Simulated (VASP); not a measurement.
Crystal: PtS2.

```
CELL_PARAMETERS angstrom
3.32620 0.00000 0.00000
-1.66310 2.88057 0.00000
0.00000 0.00000 6.65910
ATOMIC_POSITIONS crystal
Pt 0.00000 0.00000 0.00000
S 0.33333 0.66667 0.18895
S 0.66667 0.33333 0.81105
```

- Program: VASP 6.6.1
- Task: relaxation of the atoms
- Functional: PBE
- Potentials or basis: VASP PAW PBE potentials, release 64 (Pt, S)
- Cutoff: 520 eV
- k mesh: 9 × 9 × 4
- Occupations: gaussian, width 0.05 eV
- Spin: no spin polarisation

At the start: pressure 19.8 GPa; volume 21.27 Å³/atom.

Q: Where does the relaxation end?

A: Over 3 steps the energy falls by 69.0 meV/atom at a fixed cell; space group P-3m1 (No. 164, to 0.1 Å) before and after.

The path:
| step | energy change (eV) | largest force (eV/Å) | pressure (GPa) |
| --- | --- | --- | --- |
| 1 | 0.0000 | 1.8521 | 19.81 |
| 2 | -0.1965 | 0.3909 | 11.29 |
| 3 | -0.2069 | 0.0023 | 8.98 |

Final structure:
```
CELL_PARAMETERS angstrom
3.32620 0.00000 0.00000
-1.66310 2.88057 0.00000
0.00000 0.00000 6.65910
ATOMIC_POSITIONS crystal
Pt 0.00000 0.00000 0.00000
S 0.33333 0.66667 0.20643
S 0.66667 0.33333 0.79357
```

Caveat: this functional lacks dispersion, which binds layers or chains, so the pressure and a relaxed spacing across them are unreliable.
